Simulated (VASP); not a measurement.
Input of a VASP 6.6.1 run:

Contents of INCAR:

```
ALGO     = Normal         # electronic algorithm
EDIFF    = 1E-6           # SCF threshold, eV
ENCUT    = 520            # plane-wave cutoff, eV
GGA      = PE             # functional
ISIF     = 2              # what is computed and relaxed
ISMEAR   = 0              # smearing method
ISPIN    = 2              # spin polarisation
LASPH    = True           # aspherical terms in the spheres
LCHARG   = False          # write CHGCAR
LORBIT   = 11             # projections on sites
LREAL    = Auto         
LWAVE    = False          # write WAVECAR
MAGMOM   = 0.2 0 0 0 0 0 0 0 0 0 0 0 0.2 0.2 0 0 0.2 0 0 0 0 0 0 0 0.2 0 0 0 0 0 0 0 0 0 0 0 0 0 0 0 0 0 0 0 0 0 0 0 # initial moments
NBANDS   = 254            # bands
NELECT   = 441.0        
NELM     = 150            # most SCF steps
PREC     = Accurate       # precision mode
SIGMA    = 0.01           # smearing width, eV
```

KPOINTS

```
k-points
0
Gamma
  1 1 1
```

Contents of POSCAR:

```
Ga25N23
1.0
   -3.2183708160      5.5743817707     -5.2431684095
    6.4367416318      0.0000000001     -5.2431684095
   -3.2183708159     -5.5743817708     -5.2431684095
Ga N
25 23
Direct
    0.0199169061      0.1865835727      0.3532502394
    0.6715057129      0.3329355163      0.5019482825
    0.3244912503     -0.0001272854      0.1667125755
    0.1686149491      0.8381723795      0.4996021829
    0.8333792422      0.4911579169      0.1665393813
    0.5000423706      0.6616419225      0.3344824326
    0.1662688496      0.3352816158      0.0048390462
    0.8332060479      0.0000459089      0.6578245836
    0.4949752558      0.1678157659      0.8333757040
    0.0011490992      0.6667090373      0.8283085891
    0.6684468417      0.8351135084      0.0017801751
    0.3354509148      0.5021175815      0.6687842481
    0.0118590365      0.7976024517      0.1565244821
    0.6309357850     -0.0101421846      0.3451923699
    0.3381965952      0.6629221229     -0.0003144431
    0.1752699240      0.5039811859      0.3368976661
    0.8231911488      0.1785257032     -0.0357308817
    0.5009023774      0.3293195333      0.1669629662
    0.1626528667      0.0002962995      0.8342357108
    0.8336296328      0.6675690441      0.4959862000
    0.4962554562      0.8330188903      0.6715299285
    0.0035643327      0.3419365907      0.6706478526
    0.6663522236      0.5048632618      0.8295887895
    0.3373145193      0.1702309994      0.5086032574
    0.8788019368      0.0454686035      0.2121352702
    0.5399446701      0.2118084262      0.3792814907
    0.2107906466      0.8695884130      0.0375098315
    0.0459481573      0.7066113368      0.3784750929
    0.7041764981      0.3774573132      0.0362550797
    0.3791952960      0.5381998536      0.2073897562
    0.0451417596      0.2126148240      0.8732780034
    0.7029217463      0.8708431648      0.5441239799
    0.3715331869      0.0407230895      0.7125286294
    0.8740564229      0.5458619627      0.7048665202
    0.5422714029      0.7089380695      0.8756047362
    0.2104120515      0.3770787181      0.5437453848
    0.2224923326      0.0445637575      0.3824634748
    0.8778970908      0.2157968081      0.5558256659
    0.5281127106      0.8674861969      0.2042879952
    0.3750354211      0.7082103860      0.5419795609
    0.0491301415      0.3891589993      0.2112304242
    0.7092780938      0.5400346736      0.3732902835
    0.3733680069      0.2066236169      0.0426114271
    0.0399569502      0.8759447604      0.7067013402
    0.7008195302      0.0376213285      0.8614460439
    0.2086462275      0.5417020878      0.8748770526
    0.8709546619      0.6947793772      0.0341528635
    0.5415437193      0.3753128942      0.7083687545
```

Potentials or basis: VASP PAW PBE potentials, release 64 (Ga_d, N).

Launch:

```bash
$ cat potpaw_PBE.64/Ga_d/POTCAR potpaw_PBE.64/N/POTCAR > POTCAR
$ mpirun -np 1 vasp_gam > vasp.out
```

(1) Predict the site moments.

(2) Predict the largest force.

(3) What does it give for the net moment?

Answers

(1) Ga +0.01, +0.02, +0.15, +0.47 (each value once); N +0.07, +0.08, +0.02, +0.03, +0.04 (each value once) μB.

(2) 0.022 eV/Å.

(3) 3.00 μB per cell.

Caveat: the k points lie up to 0.76 Å⁻¹ apart; the cell carries a net charge on a neutralising background, which shifts energy and pressure.
